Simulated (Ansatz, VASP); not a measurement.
Given: the input of a run of Ansatz 0.2.0 on PbS.

File input.yaml:

```yaml
crystal:
  lattice:
    - [2.1404630743, 1.2357969321, 3.4973414117]
    - [-2.1404630743, 1.2357969321, 3.4973414117]
    - [0.0, -2.4715938643, 3.4973414117]
  atoms:
    - { symbol: Pb, position: [0.98056578, 0.98056578, 0.98056578] }
    - { symbol: S, position: [0.47503555, 0.47503555, 0.47503555] }
kpoints:
  mp_grid: { grid: [8, 8, 8] }
scf:
  occupations: { method: fermi_dirac, width: 0.05 }
hamiltonian:
  xc: pbesol
  pseudopotentials: { kind: all_electron, lapw: { basis_error: 0.001 } }
output:
  forces: true
  stress: true
  eigenvalues: true
```

Potentials or basis: all-electron LAPW, scalar-relativistic.

Run with:

```sh
$ ansatz run input.yaml --threads 1 --pin off --max-ram 3072MiB --backend cpu --events-out ev --progress --plain --runs-dir out
```

Problem. Set up the same calculation for VASP 6.6.1. Potentials there: VASP PAW PBE potentials, release 64 (Pb_d, S).

Solution. As run (the cutoff follows the program's own potentials):

The input INCAR:

```
SYSTEM = PbS
ALGO = Normal
EDIFF = 1E-6
ENCUT = 520
GGA = PS
ISIF = 2
ISMEAR = -1
LASPH = .TRUE.
LCHARG = .FALSE.
LREAL = .FALSE.
LWAVE = .FALSE.
NBANDS = 17
NELM = 80
PREC = Accurate
SIGMA = 0.05
```

The input KPOINTS:

```
k-points
0
G
  8 8 8
  0 0 0
```

The input POSCAR:

```
PbS
1.0
    2.1404630743      1.2357969321      3.4973414117
   -2.1404630743      1.2357969321      3.4973414117
    0.0000000000     -2.4715938643      3.4973414117
Pb S
1 1
Direct
    0.9805657800      0.9805657800      0.9805657800
    0.4750355500      0.4750355500      0.4750355500
```

Potentials or basis: VASP PAW PBE potentials, release 64 (Pb_d, S).

Run with:

```console
$ cat potpaw_PBE.64/Pb_d/POTCAR potpaw_PBE.64/S/POTCAR > POTCAR
$ mpirun -np 1 vasp_std > vasp.out
```

Both were run:

|  | VASP | Ansatz | Ansatz less VASP |
| --- | --- | --- | --- |
| gap on the k mesh at the Fermi level (eV) | 0.48 | 0.47 | -0.007 |
| least direct gap on the mesh (eV) | 0.48 | 0.47 | -0.007 |
| pressure (GPa) | -3.9 | -3.8 | +0.06 |
| rms of the force components (eV/Å) | 0.007 | 0.007 | +0.0004 |

VASP's potentials were made for PBE, not for PBEsol. Atom by atom the forces differ by 0.000 eV/Å (rms over components). Ansatz ran all-electron here, and VASP with PAW potentials.

Spin-orbit coupling is off throughout.
